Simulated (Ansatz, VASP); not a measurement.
# Two plane-wave programs on TiAl

INCAR

```
ALGO = Normal
EDIFF = 1E-6
ENCUT = 520
GGA = PE
ISIF = 2
ISMEAR = 0
ISPIN = 2
LASPH = True
LCHARG = False
LMAXMIX = 4
LORBIT = 11
LREAL = False
LWAVE = False
MAGMOM = 1 0
NBANDS = 18
NELM = 150
PREC = Accurate
SIGMA = 0.1
```

The input KPOINTS:

```
k-points
0
Gamma
  4 4 6
```

POSCAR

```
TiAl
1.0
    3.8157947328      0.0000000000      0.0000000000
    0.0000000000      3.8157947328      0.0000000000
    0.0000000000      0.0000000000      2.5917981908
Ti Al
1 1
Direct
    0.0000000000      0.0000000000      0.5000000000
    0.5000000000      0.5000000000      0.5000000000
```

Input for Ansatz:

```yaml
crystal:
  lattice:
    - [3.8157947328, 0.0, 0.0]
    - [0.0, 3.8157947328, 0.0]
    - [0.0, 0.0, 2.5917981908]
  atoms:
    - { symbol: Ti, position: [0.0, 0.0, 0.5], spin: 1.0 }
    - { symbol: Al, position: [0.5, 0.5, 0.5] }
basis:
  ecutwfc: 420
kpoints:
  mp_grid: { grid: [4, 4, 6] }
hamiltonian:
  xc: pbe
scf:
  occupations: { method: gaussian, width: 0.1 }
  lower_state_search: "off"
output:
  forces: true
  stress: true
  eigenvalues: true
  populations: true
magnetization:
  spin_polarized: true
```

Alike in both runs: task single point; functional PBE; k mesh 4 × 4 × 6; occupations gaussian, width 0.1 eV; collinear spin.

```csv
,VASP,Ansatz
version,VASP 6.6.1,Ansatz 0.2.0
potentials or method,"VASP PAW PBE potentials, release 64 (Ti_sv, Al), cutoff 520 eV","scalar-relativistic, plane waves, PAW"
valence electrons in the cell,15,15
```

|  | VASP | Ansatz | Ansatz less VASP |
| --- | --- | --- | --- |
| gap on the k mesh at the Fermi level (eV) | none | none | - |
| pressure (GPa) | 1.1 | 1.2 | +0.04 |
| traceless stress, the component that is largest in VASP (GPa) | 2.96 | 2.91 | -0.046 |
| net moment per atom (μB) | 0.00 | 0.00 | -0.001 |

A gap of «none» marks a metal or a gap that the smearing closes. Ansatz's warnings: seeded moment not kept.

The k mesh is coarse, so the values compare programs but aren't converged.
